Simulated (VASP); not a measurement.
A run of VASP 6.6.1:

Contents of POSCAR:

```
ZnF2
1.0
    4.7956110031      0.0000000000      0.0000000000
    0.0000000000      4.7956110031      0.0000000000
    0.0000000000      0.0000000000      3.1881114855
Zn F
2 4
Direct
    0.0000000000      0.0000000000      0.0000000000
    0.5000000000      0.5000000000      0.5000000000
    0.3031901719      0.3031901719      0.0000000000
    0.1968098281      0.8031901719      0.5000000000
    0.8031901719      0.1968098281      0.5000000000
    0.6968098281      0.6968098281      0.0000000000
```

File INCAR.step1:

```
SYSTEM = ZnF2
ALGO = Normal
EDIFF = 1E-5
ENCUT = 660
GGA = PE
GGA_COMPAT = .False.
ISMEAR = 0
LASPH = .True.
LCHARG = .False.
LREAL = .False.
LWAVE = .True.
NBANDS = 35
NELM = 120
PREC = Accurate
SIGMA = 0.01
```

File INCAR.step2:

```
SYSTEM = ZnF2
ALGO = Normal
EDIFF = 1E-6
ENCUT = 660
GGA_COMPAT = .False.
ISIF = 2
ISMEAR = 0
ISTART = 1
LASPH = .True.
LCHARG = .True.
LELF = .True.
LMIXTAU = .True.
LREAL = .False.
LVHAR = .True.
LWAVE = .False.
METAGGA = R2SCAN
NBANDS = 35
NELM = 120
PREC = Accurate
SIGMA = 0.01
```

The input KPOINTS:

```
k-points
0
Gamma
  4 4 6
  0 0 0
```

Potentials or basis: VASP PAW PBE potentials, release 64 (Zn, F).

The run is started by

```sh
$ cat potpaw_PBE.64/Zn/POTCAR potpaw_PBE.64/F/POTCAR > POTCAR
$ cp INCAR.step1 INCAR
$ mpirun -np 1 vasp_std > vasp.out
$ cp INCAR.step2 INCAR
$ mpirun -np 1 vasp_std > vasp.out
```

Hardware: 1 thread of Intel(R) Xeon(R) Platinum 8488C (Sapphire Rapids), on a shared host.

**Question.** Estimate the wall time of this run.

**Answer.** Run time: 2.7 min on 1 thread of Intel(R) Xeon(R) Platinum 8488C (Sapphire Rapids) (shared host), peak memory 0.25 GiB. Counts: k points 24.
